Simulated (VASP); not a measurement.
Set up this calculation in VASP 6.6.1, as the native input.

```yaml
Task: single point
Functional: PBE
Potentials_or_basis: VASP PAW PBE potentials, release 64 (C)
Cutoff: 520 eV
k_mesh: 13 × 13 × 8
Occupations: fermi-dirac, width 0.05 eV
Spin: no spin polarisation
Dipole_correction: no
Further_INCAR_settings: ALGO = Normal; EDIFF = 1e-06; NBANDS = 11
```

The structure of C lies in POSCAR:

```
C
1.0
    2.0838934217     -1.2032084158      0.0000000000
    2.0838934217      1.2032084158      0.0000000000
   -1.3509174534      0.0000000000      3.4313236862
C
2
Direct
    0.1666444700      0.1666444700      0.9999069600
    0.8333555300      0.8333555300      0.0000930400
```

This cell differs from its parent crystal: volume scaled by 0.94.

These files were run (other wordings do the same):

INCAR

```
SYSTEM = C
PREC = Accurate ; ENCUT = 520
EDIFF = 1E-6 ; ISMEAR = -1
SIGMA = 0.05 ; LREAL = .FALSE.
LASPH = .TRUE. ; NELM = 80
ALGO = Normal ; ISIF = 2
LWAVE = .FALSE. ; LCHARG = .TRUE.
GGA = PE ; LELF = .TRUE.
LVHAR = .TRUE. ; NBANDS = 11
```

KPOINTS

```
Automatic mesh
0
G
  13 13 8
  0 0 0
```

Potentials or basis: VASP PAW PBE potentials, release 64 (C).

Launch:

```bash
$ cat potpaw_PBE.64/C/POTCAR > POTCAR
$ mpirun -np 1 vasp_std > vasp.out
```

It gave:

The pressure is 23.3 GPa and the largest force is 0.004 eV/Å. The band gap on the k mesh is 0.95 eV, indirect (least direct gap 0.96 eV).

Caveat: this functional lacks dispersion, which binds the layers, so the pressure and a relaxed spacing across them are unreliable.

Run time: 24 s on 1 thread of Intel(R) Xeon(R) 6975P-C (Granite Rapids) (shared host), peak memory 0.16 GiB.
